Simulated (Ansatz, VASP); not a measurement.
# One calculation of SnSe, two programs

```
CELL_PARAMETERS angstrom
0.00000 2.97275 2.97275
2.97275 0.00000 2.97275
2.97275 2.97275 0.00000
ATOMIC_POSITIONS crystal
Sn 0.00000 0.00000 0.00000
Se 0.50000 0.50000 0.50000
```

Alike in both runs: task single point; functional LDA; k mesh 8 × 8 × 8; occupations gaussian, width 0.02 eV; no spin polarisation.

|  | VASP | Ansatz |
| --- | --- | --- |
| version | VASP 6.6.1 | Ansatz 0.2.0 |
| potentials or method | VASP PAW LDA potentials, release 64 (Sn_d, Se), cutoff 500 eV | scalar-relativistic, plane waves, PAW |
| valence electrons in the cell | 20 | 30 |

|  | VASP | Ansatz | Ansatz less VASP |
| --- | --- | --- | --- |
| gap on the k mesh at the Fermi level (eV) | 0.74 | 0.74 | -0.002 |
| least direct gap on the mesh (eV) | 0.79 | 0.77 | -0.020 |
| pressure (GPa) | -1.4 | -1.5 | -0.12 |

LDA's correlation is that of Perdew and Zunger in VASP and of Perdew and Wang (1992) in Ansatz. VASP's potentials hold 20 valence electrons a cell and Ansatz's 30, so a difference there can come from the potentials and not from the codes.
